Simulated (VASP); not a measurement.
A run of VASP 6.6.1:

INCAR

```
PREC = Accurate
ENCUT = 520
EDIFF = 1E-6
ISMEAR = 0
SIGMA = 0.1
LREAL = False
LASPH = True
NELM = 80
ALGO = Normal
ISIF = 2
LWAVE = False
LCHARG = False
GGA = CA
NBANDS = 11
```

KPOINTS

```
Automatic mesh
0
Gamma
  8 8 8
```

File POSCAR:

```
MgO
1.0
    0.0000000000      2.0805909286      2.0805909286
    2.0805909286      0.0000000000      2.0805909286
    2.0805909286      2.0805909286      0.0000000000
Mg O
1 1
Direct
    0.0000000000      0.0000000000      0.0000000000
    0.5000000000      0.5000000000      0.5000000000
```

Potentials or basis: VASP PAW LDA potentials, release 64 (Mg, O).

Command:

```console
$ cat potpaw_LDA.64/Mg/POTCAR potpaw_LDA.64/O/POTCAR > POTCAR
$ mpirun -np 1 vasp_std > vasp.out
```

Hardware: 1 thread of Intel(R) Xeon(R) 6975P-C (Granite Rapids) (shared host).

Q: How long does it take, and how much memory?

A: Run time: 2.2 s on 1 thread of Intel(R) Xeon(R) 6975P-C (Granite Rapids) (shared host), peak memory 0.12 GiB. Counts: scf iterations 11, k points 29.
